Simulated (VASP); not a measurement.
# Ta in VASP: further runs

Ta is run at these levels: PBE; tasks: single point.

Everything below comes from runs of VASP 6.6.1. Logs are shortened: lines on timing, memory, paths and dates and some standing lists are left out, and cuts for length are marked.

## 1. The cell of the first run

The cell holds a slab with vacuum, 6 atoms: a = 3.320 Å, b = 3.320 Å, c = 24.299 Å, α = 90.00°, β = 90.00°, γ = 90.00°.

## 2. Single point, PBE

INCAR

```
PREC = Accurate ; ENCUT = 520
EDIFF = 1E-6 ; ISMEAR = -1
SIGMA = 0.08 ; LREAL = F
LASPH = T ; NELM = 60
ALGO = Normal ; ISIF = 2
LWAVE = F ; LCHARG = F
LDIPOL = T ; IDIPOL = 3
DIPOL = 0.5 0.5 0.500 ; GGA = PE
NBANDS = 42
```

KPOINTS

```
regular mesh
0
Gamma
  12 12 1
```

POSCAR

```
Ta
1.0
    3.3195547178      0.0000000000      0.0000000000
    0.0000000000      3.3195547178      0.0000000000
    0.0000000000      0.0000000000     24.2989000000
Ta
6
Direct
    0.2500000000      0.2500000000      0.3292332823
    0.7500000000      0.7500000000      0.3975399694
    0.2500000000      0.2500000000      0.4658466565
    0.7500000000      0.7500000000      0.5341533435
    0.2500000000      0.2500000000      0.6024600306
    0.7500000000      0.7500000000      0.6707667177
```

Potentials or basis: VASP PAW PBE potentials, release 64 (Ta_pv).

On the command line:

```sh
$ cat potpaw_PBE.64/Ta_pv/POTCAR > POTCAR
$ mpirun -np 1 vasp_std > vasp.out
```

OUTCAR:

```text
PREC = Accurate
   ENCUT = 520
   EDIFF = 1E-6
   ISMEAR = -1
   LREAL = F
   LASPH = T
   NELM = 60
   ISIF = 2
   GGA = PE

 ion  position               nearest neighbor table
   1  0.250  0.250  0.329-   2 2.87   2 2.87   2 2.87   2 2.87   3 3.32
   2  0.750  0.750  0.398-   1 2.87   3 2.87   1 2.87   3 2.87   1 2.87   3 2.87   1 2.87   3 2.87
                             4 3.32
   3  0.250  0.250  0.466-   4 2.87   4 2.87   4 2.87   4 2.87   2 2.87   2 2.87   2 2.87   2 2.87
                             5 3.32   1 3.32
   4  0.750  0.750  0.534-   3 2.87   3 2.87   3 2.87   3 2.87   5 2.87   5 2.87   5 2.87   5 2.87
                             2 3.32   6 3.32
   5  0.250  0.250  0.602-   4 2.87   6 2.87   4 2.87   6 2.87   4 2.87   6 2.87   4 2.87   6 2.87
                             3 3.32
   6  0.750  0.750  0.671-   5 2.87   5 2.87   5 2.87   5 2.87   4 3.32

  LATTYP: Found a simple tetragonal cell.
 ALAT       =     3.3195547178
 C/A-ratio  =     7.3199275402

  Lattice vectors:

 A1 = (   3.3195547178,   0.0000000000,   0.0000000000)
 A2 = (   0.0000000000,   3.3195547178,   0.0000000000)
 A3 = (   0.0000000000,   0.0000000000,  24.2989000000)

Analysis of symmetry for initial positions (statically):
=====================================================================
 Subroutine PRICEL returns:
 Original cell was already a primitive cell.

 Routine SETGRP: Setting up the symmetry group for a
 simple tetragonal supercell.

 Subroutine GETGRP returns: Found 16 space group operations
 (whereof  4 operations were pure point group operations)
 out of a pool of 16 trial point group operations.

The static configuration has the point symmetry C_2h.
 The point group associated with its full space group is D_4h.

Analysis of symmetry for dynamics (positions and initial velocities):
=====================================================================
 Subroutine PRICEL returns:
 Original cell was already a primitive cell.

 Routine SETGRP: Setting up the symmetry group for a
 simple tetragonal supercell.

 Subroutine GETGRP returns: Found 16 space group operations
 (whereof  4 operations were pure point group operations)
 out of a pool of 16 trial point group operations.

The dynamic configuration has the point symmetry C_2h.
 The point group associated with its full space group is D_4h.

 Subroutine INISYM returns: Found 16 space group operations
 (whereof  4 operations are pure point group operations),
 and found     1 'primitive' translations

----------------------------------------------------------------------------------------

                                     Primitive cell
[... 112 lines left out ...]
   EMIN   =  10.00;   EMAX   =-10.00  energy-range for DOS
   EFERMI =   0.00;   METHOD = LEGACY
   ISMEAR =    -1;   SIGMA  =   0.08  broadening in eV -4-tet -1-fermi 0-gaus
   EFERMI_NEDOS =   21; number of points for ismear=-14 and -15
   IALGO  =     38    algorithm
   IMIX   =      4    mixing-type and parameters
     AMIX     =   0.40;   BMIX     =  1.00
     AMIX_MAG =   1.60;   BMIX_MAG =  1.00
  volume/ion in A,a.u.               =      44.63       301.16
  Fermi-wavevector in a.u.,A,eV,Ry     =   1.026457  1.939722 14.335285  1.053614
  Thomas-Fermi vector in A             =   2.160351
   LORBIT       =      0    0 simple, 1 ext, 2 COOP (PROOUT), +10 PAW based schemes
   GGA     = PE    functional components
   LHFCALC =     F    Hartree Fock is set to
   AEXX    =    0.0000 exact exchange contribution
   IVDW    =     0    specifies the selected vdW correction
   LEPSILON=     F    determine dielectric tensor
   LRPA    =     F    only Hartree local field effects (RPA)
 non-spin polarized calculation
  energy-cutoff  :      520.00
  volume of cell :      267.76
 maximum number of plane-waves:      7264
 NGX is ok and might be reduce to    28
   NGX = 13   NGY = 13   NGZ = 91

 dipolmoment           0.000000      0.000000     -0.000000 electrons x Angstroem

 number of electron      65.9999993 magnetization

 dipolmoment           0.000000      0.000000      0.000000 electrons x Angstroem

 Free energy of the ion-electron system (eV)
  ---------------------------------------------------
  ext. energy  EPLUGINS =         0.00000000
  ---------------------------------------------------
  free energy    TOTEN  =       -67.20258691 eV

  energy without entropy =      -67.09040566  energy(sigma->0) =      -67.14649628

 E-fermi :   0.1285     XC(G=0):  -6.1781

 val. band max:        0.1144451021   @ k =   0.3333   0.0000   0.0000
 cond. band min:       0.1594497612   @ k =   0.4167   0.4167   0.0000
 fundamental gap:      0.0450046591
 Fermi energy:         0.1284510571

 k-point     1 :       0.0000    0.0000    0.0000
  band No.  band energies     occupation
      1     -34.7314      2.00000
      2     -34.7309      2.00000
      3     -34.5566      2.00000
      4     -34.5566      2.00000
      5     -34.5560      2.00000
      6     -34.5560      2.00000
[... 1069 lines left out ...]
     41       3.2503      0.00000
     42       3.7858      0.00000

 [... further k-points ...]

------------------------ aborting loop because EDIFF is reached ----------------------------------------

 vacuum level on the upper side and lower side of the slab       (xc-potential included)        -0.005        -0.005

  FORCE on cell =-STRESS in cart. coord.  units (eV):
  Direction    XX          YY          ZZ          XY          YZ          ZX
  --------------------------------------------------------------------------------------
  -------------------------------------------------------------------------------------
  Total       -6.9338681     -6.9338681     -4.9485430     -0.0000000     -0.0000000      0.0000000
  in kB      -41.4896605    -41.4896605    -29.6102211     -0.0000000     -0.0000000      0.0000000
  external PRESSURE =     -37.5298474 kB  Pullay stress =       0.0000000 kB

 VOLUME and BASIS-vectors are now :
 -----------------------------------------------------------------------------
  energy-cutoff  :      520.00
  volume of cell :      267.76
      direct lattice vectors                 reciprocal lattice vectors
     3.319554718  0.000000000  0.000000000     0.301245223  0.000000000  0.000000000
     0.000000000  3.319554718  0.000000000     0.000000000  0.301245223  0.000000000
     0.000000000  0.000000000 24.298900000     0.000000000  0.000000000  0.041154126

 POSITION                                       TOTAL-FORCE (eV/Angst)
 -----------------------------------------------------------------------------------
      0.82989      0.82989      8.00001         0.000000     -0.000000      1.413702
      2.48967      2.48967      9.65978         0.000000      0.000000     -1.154772
      0.82989      0.82989     11.31956        -0.000000      0.000000     -0.645336
      2.48967      2.48967     12.97934         0.000000     -0.000000      0.645336
      0.82989      0.82989     14.63912        -0.000000     -0.000000      1.154772
      2.48967      2.48967     16.29889        -0.000000     -0.000000     -1.413702
 -----------------------------------------------------------------------------------
    total drift:                                0.000000     -0.000000     -0.000000

  FREE ENERGIE OF THE ION-ELECTRON SYSTEM (eV)
  ---------------------------------------------------
  free  energy   TOTEN  =       -67.2025869068 eV

  energy  without entropy=      -67.0904056588  energy(sigma->0) =      -67.14649628

 vacuum level on the upper side and lower side of the slab         3.968         3.968
```

OSZICAR:

```text
N       E                     dE             d eps       ncg     rms          rms(c)
DAV:   1     0.549813258669E+03    0.54981E+03   -0.37286E+04  3024   0.140E+03
DAV:   2    -0.490620682732E+02   -0.59888E+03   -0.58356E+03  2772   0.380E+02
DAV:   3    -0.740771186619E+02   -0.25015E+02   -0.23989E+02  3034   0.661E+01
[... 15 lines left out ...]
DAV:  19    -0.672025675991E+02   -0.13822E-04   -0.62063E-06  2496   0.173E-02    0.541E-03
DAV:  20    -0.672025821148E+02   -0.14516E-04   -0.64239E-06  2162   0.113E-02    0.310E-03
DAV:  21    -0.672025855936E+02   -0.34788E-05   -0.11992E-06  1872   0.355E-03    0.250E-03
DAV:  22    -0.672025868195E+02   -0.12259E-05   -0.70006E-07  1652   0.314E-03    0.101E-03
DAV:  23    -0.672025869068E+02   -0.87353E-07   -0.11441E-07  1428   0.142E-03
   1 F= -.67202587E+02 E0= -.67146496E+02  d E =-.112181E+00
```

It took 5.9 min on 1 thread of Intel Xeon Platinum 8488C (Sapphire Rapids), shared host; peak memory 0.51 GiB.

What came out:

```
Free energy            : -67.2026 eV
Largest force          : 1.414 eV/Å
Band gap on the k mesh : zero (bands 33 and 34 overlap by 1.30 eV)
```

Forces in eV/Å, atoms in the order of the input:
```
Ta   0.000  0.000  1.414
Ta   0.000  0.000 -1.155
Ta   0.000  0.000 -0.645
Ta   0.000  0.000  0.645
Ta   0.000  0.000  1.155
Ta   0.000  0.000 -1.414
```

Caveat: spin-orbit coupling is left out, which moves the levels of the heavy elements.

## 3. Single point, PBE

INCAR

```
SYSTEM = Ta
  PREC = Accurate
  ENCUT = 520
  EDIFF = 1E-6
  ISMEAR = -1
  SIGMA = 0.08
  LREAL = .False.
  LASPH = .True.
  NELM = 60
  ALGO = Normal
  ISIF = 2
  LWAVE = .False.
  LCHARG = .False.
  LDIPOL = .True.
  IDIPOL = 3
  DIPOL = 0.5 0.5 0.500
  GGA = PE
  NBANDS = 42
```

KPOINTS

```
regular mesh
0
Gamma
  12 12 1
  0 0 0
```

POSCAR

```
Ta
1.0
    3.3195547178      0.0000000000      0.0000000000
    0.0000000000      3.3195547178      0.0000000000
    0.0000000000      0.0000000000     24.2989000000
Ta
6
Direct
    0.2500000000      0.2500000000      0.3367527515
    0.7500000000      0.7500000000      0.3967757328
    0.2500000000      0.2500000000      0.4643958381
    0.7500000000      0.7500000000      0.5356042256
    0.2500000000      0.2500000000      0.6032242381
    0.7500000000      0.7500000000      0.6632472139
```

Potentials or basis: VASP PAW PBE potentials, release 64 (Ta_pv).

On the command line:

```sh
$ cat potpaw_PBE.64/Ta_pv/POTCAR > POTCAR
$ mpirun -np 1 vasp_std > vasp.out
```

Wall time 7 min (1 thread of Intel Xeon Platinum 8488C (Sapphire Rapids), shared host); peak memory 0.52 GiB.

The run converged. Its results:

```
Free energy            : -67.5264 eV
Largest force          : 0.005 eV/Å
Band gap on the k mesh : zero (bands 33 and 34 overlap by 1.19 eV)
```

Forces on the atoms (eV/Å):
```
Ta   0.000  0.000 -0.005
Ta   0.000  0.000  0.003
Ta   0.000  0.000 -0.001
Ta   0.000  0.000  0.001
Ta   0.000  0.000 -0.003
Ta   0.000  0.000  0.005
```

Levels at points of the mesh, in eV from the Fermi level:
```csv
k point,band 30,band 31,band 32,band 33,band 34,band 35,band 36,band 37
"(0.00, 0.00, 0.00)",-0.01,0.45,0.51,0.51,0.66,0.66,0.72,0.81
"(0.50, 0.00, 0.00)",-0.92,-0.83,-0.83,0.25,0.25,0.61,0.61,1.67
"(0.50, 0.50, 0.00)",-1.33,-0.92,-0.92,0.20,0.20,2.02,2.02,2.29
```

Caveat: spin-orbit coupling is left out, which moves the levels of the heavy elements.

## 4. Single point, PBE

INCAR

```
SYSTEM = Ta
  PREC = Accurate
  ENCUT = 520
  EDIFF = 1E-6
  ISMEAR = -1
  SIGMA = 0.08
  LREAL = .False.
  LASPH = .True.
  NELM = 100
  ALGO = Normal
  ISIF = 2
  LWAVE = .False.
  LCHARG = .True.
  LDIPOL = .True.
  IDIPOL = 3
  DIPOL = 0.5 0.5 0.500
  GGA = PE
  LELF = .True.
  LVHAR = .True.
  LVACPOTAV = .True.
  NBANDS = 42
```

KPOINTS

```
Automatic mesh
0
Gamma
  12 12 1
  0 0 0
```

POSCAR

```
Ta
1.0
    3.3195547167      0.0000000000      0.0000000000
    0.0000000000      3.3195547167      0.0000000000
    0.0000000000      0.0000000000     24.2989000000
Ta
6
Direct
    0.2500000000      0.2500000000      0.3367527524
    0.7500000000      0.7500000000      0.3967757330
    0.2500000000      0.2500000000      0.4643958235
    0.7500000000      0.7500000000      0.5356042204
    0.2500000000      0.2500000000      0.6032242507
    0.7500000000      0.7500000000      0.6632472199
```

On the command line:

```sh
$ cat potpaw_PBE.64/Ta_pv/POTCAR > POTCAR
$ mpirun -np 1 vasp_std > vasp.out
```

Wall time 6.2 min (1 thread of AMD EPYC 9R45 (Zen 5), shared host); peak memory 0.49 GiB.

The run converged. Its results:

| Property | Result |
| --- | --- |
| Free energy | -67.5264 eV |
| Largest force | 0.005 eV/Å |
| Band gap on the k mesh | zero (bands 33 and 34 overlap by 1.19 eV) |

Forces on the atoms (eV/Å):
```
Ta   0.000  0.000 -0.005
Ta   0.000  0.000  0.003
Ta   0.000  0.000 -0.001
Ta   0.000  0.000  0.001
Ta   0.000  0.000 -0.003
Ta   0.000  0.000  0.005
```

Levels at points of the mesh, in eV from the Fermi level:
| k point | band 29 | band 30 | band 31 | band 32 | band 33 | band 34 | band 35 | band 36 | band 37 | band 38 |
| --- | --- | --- | --- | --- | --- | --- | --- | --- | --- | --- |
| (0.00, 0.00, 0.00) | -0.06 | -0.01 | 0.45 | 0.51 | 0.51 | 0.66 | 0.66 | 0.72 | 0.81 | 0.81 |
| (0.50, 0.00, 0.00) | -0.92 | -0.92 | -0.83 | -0.83 | 0.25 | 0.25 | 0.61 | 0.61 | 1.67 | 1.67 |
| (0.50, 0.50, 0.00) | -1.33 | -1.33 | -0.92 | -0.92 | 0.20 | 0.20 | 2.02 | 2.02 | 2.29 | 2.29 |

Caveat: spin-orbit coupling is left out, which moves the levels of the heavy elements.

## 5. Single point, PBE

INCAR

```
PREC = Accurate
ENCUT = 520
EDIFF = 1E-6
ISMEAR = -1
SIGMA = 0.08
LREAL = F
LASPH = T
NELM = 60
ALGO = Normal
ISIF = 2
LWAVE = F
LCHARG = F
LDIPOL = T
IDIPOL = 3
DIPOL = 0.5 0.5 0.500
GGA = PE
NBANDS = 42
```

KPOINTS

```
Automatic mesh
0
Gamma
  12 12 1
```

POSCAR is that of step 4.

On the command line:

```sh
$ cat potpaw_PBE.64/Ta_pv/POTCAR > POTCAR
$ mpirun -np 1 vasp_std > vasp.out
```

Wall time 6.5 min (1 thread of AMD EPYC 9R45 (Zen 5), shared host); peak memory 0.49 GiB.

It converged, with:

| Item | Value |
| --- | --- |
| Free energy | -67.5264 eV |
| Largest force | 0.005 eV/Å |
| Band gap on the k mesh | zero (bands 33 and 34 overlap by 1.19 eV) |

Forces in eV/Å, atoms in the order of the input:
```
Ta   0.000  0.000 -0.005
Ta   0.000  0.000  0.003
Ta   0.000  0.000 -0.001
Ta   0.000  0.000  0.001
Ta   0.000  0.000 -0.003
Ta   0.000  0.000  0.005
```

Levels at points of the mesh, in eV from the Fermi level:
```tsv
k point	band 31	band 32	band 33	band 34	band 35	band 36
(0.00, 0.00, 0.00)	0.45	0.51	0.51	0.66	0.66	0.72
(0.50, 0.00, 0.00)	-0.83	-0.83	0.25	0.25	0.61	0.61
(0.50, 0.50, 0.00)	-0.92	-0.92	0.20	0.20	2.02	2.02
```

Caveat: spin-orbit coupling is left out, which moves the levels of the heavy elements.

## 6. Single point, PBE

INCAR

```
SYSTEM = Ta
PREC = Accurate
ENCUT = 520
EDIFF = 1E-6
ISMEAR = -1
SIGMA = 0.08
LREAL = .FALSE.
LASPH = .TRUE.
NELM = 60
ALGO = Normal
ISIF = 2
LWAVE = .FALSE.
LCHARG = .TRUE.
GGA = PE
LELF = .TRUE.
LVHAR = .TRUE.
NBANDS = 42
```

KPOINTS

```
regular mesh
0
G
  12 12 1
  0 0 0
```

POSCAR is that of step 5.

Potentials or basis: VASP PAW PBE potentials, release 64 (Ta_pv).

On the command line:

```sh
$ cat potpaw_PBE.64/Ta_pv/POTCAR > POTCAR
$ mpirun -np 1 vasp_std > vasp.out
```

Run time: 6.5 min. Hardware: 1 thread of AMD EPYC 9R45 (Zen 5), shared host; peak memory 0.49 GiB.

Results (log left out):

| Property | Result |
| --- | --- |
| Free energy | -67.5264 eV |
| Largest force | 0.005 eV/Å |
| Band gap on the k mesh | zero (bands 33 and 34 overlap by 1.19 eV) |

Forces in eV/Å, atoms in the order of the input:
```
Ta   0.000  0.000 -0.005
Ta   0.000  0.000  0.003
Ta   0.000  0.000 -0.001
Ta   0.000  0.000  0.001
Ta   0.000  0.000 -0.003
Ta   0.000  0.000  0.005
```

Levels at points of the mesh, in eV from the Fermi level:
```
           k point  band 31  band 32  band 33  band 34  band 35  band 36
(0.00, 0.00, 0.00)     0.45     0.51     0.51     0.66     0.66     0.72
(0.50, 0.00, 0.00)    -0.83    -0.83     0.25     0.25     0.61     0.61
(0.50, 0.50, 0.00)    -0.92    -0.92     0.20     0.20     2.02     2.02
```

Caveat: there is no dipole correction, which matters where the two faces differ; spin-orbit coupling is left out, which moves the levels of the heavy elements.

## 7. Overview

```tsv
cell	dipole correction	gap on the mesh (eV)	largest force (eV/Å)
as given, atomic positions A	yes	none	1.41
as given, atomic positions B	yes	none	0.01
as given, atomic positions B	no	none	0.01
```

Alike in all rows: task single point; level PBE; potentials or basis VASP PAW PBE potentials, release 64 (Ta_pv); no spin polarisation; k mesh 12 × 12 × 1; cutoff (eV) 520; smearing fermi-dirac 0.08 eV.

Caveats: spin-orbit coupling is left out, which moves the levels of the heavy elements; there is no dipole correction, which matters where the two faces differ (at least some runs).

Absolute energies hang on the potentials; compare differences alone.

The gap in the log of VASP goes by the Fermi energy; the results here count the filled bands.